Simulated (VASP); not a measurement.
Input of a VASP 6.6.1 run:

INCAR

```
SYSTEM = Si4Sn
PREC = Accurate
ENCUT = 600
EDIFF = 1E-6
ISMEAR = 0
SIGMA = 0.1
LREAL = .FALSE.
LASPH = .TRUE.
NELM = 80
ALGO = Normal
ISIF = 3
LWAVE = .FALSE.
LCHARG = .FALSE.
GGA = PE
IBRION = 2
NSW = 100
EDIFFG = -0.01
```

The input KPOINTS:

```
Automatic mesh
0
G
  12 12 6
  0 0 0
```

File POSCAR:

```
Si4Sn
1.0
    4.0227311449      0.0000000000      0.0000000000
   -2.0113655725      3.4837873641      0.0000000000
    0.0000000000      0.0000000000      8.3041899135
Si Sn
4 1
Direct
    0.0000000000      0.0000000000      0.3389707954
    0.0000000000      0.0000000000      0.6610292046
    0.3333333333      0.6666666667      0.5000000000
    0.6666666667      0.3333333333      0.5000000000
    0.0000000000      0.0000000000      0.0000000000
```

Potentials or basis: VASP PAW PBE potentials, release 64 (Si, Sn_d).

Command:

```console
$ cat potpaw_PBE.64/Si/POTCAR potpaw_PBE.64/Sn_d/POTCAR > POTCAR
$ mpirun -np 1 vasp_std > vasp.out
```

Question: Predict the relaxed volume.

Answer: 23.15 Å³/atom.

Question: Estimate the space group after relaxing (to 0.1 Å).

Answer: P6/mmm (No. 191).

The path:
```
step  energy change (eV)  largest force (eV/Å)  pressure (GPa)  volume (Å³)
   1              0.0000                0.0916           -0.03       116.38
   2             -0.0053                0.0427           -0.11       116.31
   3             -0.0068                0.0110           -0.17       116.26
   4             -0.0069                0.0000           -0.17       116.24
   5             -0.0071                0.0165            0.05       115.75
   6             -0.0071                0.0129            0.00       115.85
   7             -0.0071                0.0133           -0.01       115.85
   8             -0.0071                0.0148            0.03       115.80
   9             -0.0071                0.0136            0.00       115.83
  10             -0.0071                0.0111            0.02       115.81
  11             -0.0072                0.0053            0.02       115.75
```
